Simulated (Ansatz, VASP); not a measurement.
ZnSe: VASP beside Ansatz

File INCAR:

```
SYSTEM = ZnSe
PREC = Accurate
ENCUT = 520
EDIFF = 1E-6
ISMEAR = -1
SIGMA = 0.08
LREAL = .False.
LASPH = .True.
NELM = 80
ALGO = Normal
ISIF = 2
LWAVE = .False.
LCHARG = .False.
GGA = PE
NBANDS = 26
```

The input KPOINTS:

```
Automatic mesh
0
Gamma
  10 10 6
  0 0 0
```

The input POSCAR:

```
ZnSe
1.0
    3.2291515499      0.0000000000      0.0000000000
   -1.6145757750      2.7965272749      0.0000000000
    0.0000000000      0.0000000000      5.5340720278
Zn Se
2 2
Direct
    0.0000000000      0.0000000000      0.0000000000
    0.0000000000      0.0000000000      0.5000000000
    0.3333333333      0.6666666667      0.2500000000
    0.6666666667      0.3333333333      0.7500000000
```

Input for Ansatz:

```yaml
crystal:
  lattice:
    - [3.2291515499, 0.0, 0.0]
    - [-1.614575775, 2.7965272749, 0.0]
    - [0.0, 0.0, 5.5340720278]
  atoms:
    - { symbol: Zn, position: [0.0, 0.0, 0.0] }
    - { symbol: Zn, position: [0.0, 0.0, 0.5] }
    - { symbol: Se, position: [0.3333333333, 0.6666666667, 0.25] }
    - { symbol: Se, position: [0.6666666667, 0.3333333333, 0.75] }
kpoints:
  mp_grid: { grid: [10, 10, 6] }
scf:
  occupations: { method: fermi_dirac, width: 0.08 }
hamiltonian:
  xc: pbe
  pseudopotentials: { kind: paw }
output:
  forces: true
  stress: true
  eigenvalues: true
  populations: true
```

Change from the starting cell: volume scaled by 0.64, PAW files.

Alike in both runs: task single point; functional PBE; k mesh 10 × 10 × 6; occupations fermi-dirac, width 0.08 eV; no spin polarisation.

```csv
,VASP,Ansatz
version,VASP 6.6.1,Ansatz 0.2.0
potentials or method,"VASP PAW PBE potentials, release 64 (Zn, Se)","PAW with Ansatz's default frozen-core files, scalar-relativistic"
plane-wave cutoff (eV),520,420
valence electrons in the cell,36,56
```

```csv
,VASP,Ansatz,Ansatz less VASP
pressure (GPa),87.8,86.2,-1.58
"traceless stress, the component that is largest in VASP (GPa)",0.10,0.03,-0.072
```

Both programs put the cell under a high pressure, so it lies far from rest at this level. VASP's potentials hold 36 valence electrons a cell and Ansatz's 56, so a difference there can come from the potentials and not from the codes.

Noted on VASP's run: the cell as given lies far from equilibrium.
